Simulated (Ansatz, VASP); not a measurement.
## ScAl3 in VASP and in Ansatz

```
Sc Al
1.0
     4.03124    0.00000    0.00000
     0.00000    4.03124    0.00000
     0.00000    0.00000    4.03124
Sc Al
1 3
Direct
  0.00000 0.00000 0.00000
  0.50000 0.00000 0.50000
  0.00000 0.50000 0.50000
  0.50000 0.50000 0.00000
```

Alike in both runs: functional LDA; k mesh 10 × 10 × 10; occupations gaussian, width 0.1 eV; no spin polarisation.

Ansatz relaxed the structure, and its values are those at the end. VASP's run is a single point on that final structure, the one shown.

```csv
,VASP,Ansatz
version,VASP 6.6.1,Ansatz 0.2.0
potentials or method,"VASP PAW LDA potentials, release 64 (Sc_sv, Al), cutoff 520 eV","scalar-relativistic, plane waves, PAW"
valence electrons in the cell,20,20
```

|  | VASP | Ansatz | Ansatz less VASP |
| --- | --- | --- | --- |
| gap on the k mesh at the Fermi level (eV) | none | none | - |
| pressure (GPa) | 0.1 | 0.0 | -0.15 |

LDA's correlation is that of Perdew and Zunger in VASP and of Perdew and Wang (1992) in Ansatz. A gap of «none» marks a metal or a gap that the smearing closes.
